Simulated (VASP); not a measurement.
The system is BP.

```
CELL_PARAMETERS angstrom
0.00000 2.26900 2.26900
2.26900 0.00000 2.26900
2.26900 2.26900 0.00000
ATOMIC_POSITIONS crystal
P 0.75000 0.75000 0.75000
B 0.00000 0.00000 0.00000
```

Base run:

```yaml
Program: VASP 6.6.1
Functional: PBE0
Potentials_or_basis: VASP PAW PBE potentials, release 64 (P, B)
Cutoff: 520 eV
k_mesh: 6 × 6 × 6
Occupations: fermi-dirac, width 0.05 eV
Spin: no spin polarisation
```

Its results: band gap on the k mesh 2.79 eV (least direct gap 5.05 eV); pressure -2.2 GPa.

Problem. The run is repeated on the same cell with these changes: functional from PBE0 to HSE06; k mesh from 6 × 6 × 6 to 5 × 5 × 5. What comes out?

Solution. Band gap on the k mesh 1.98 eV (least direct gap 4.34 eV); pressure -1.8 GPa.

Several settings changed at once.

Caveats: some runs use coarse meshes; the PAW data sets were made with another functional, which shifts forces and pressure a little; an odd mesh through Γ misses points on the zone boundary, where band edges can lie (at least some runs).
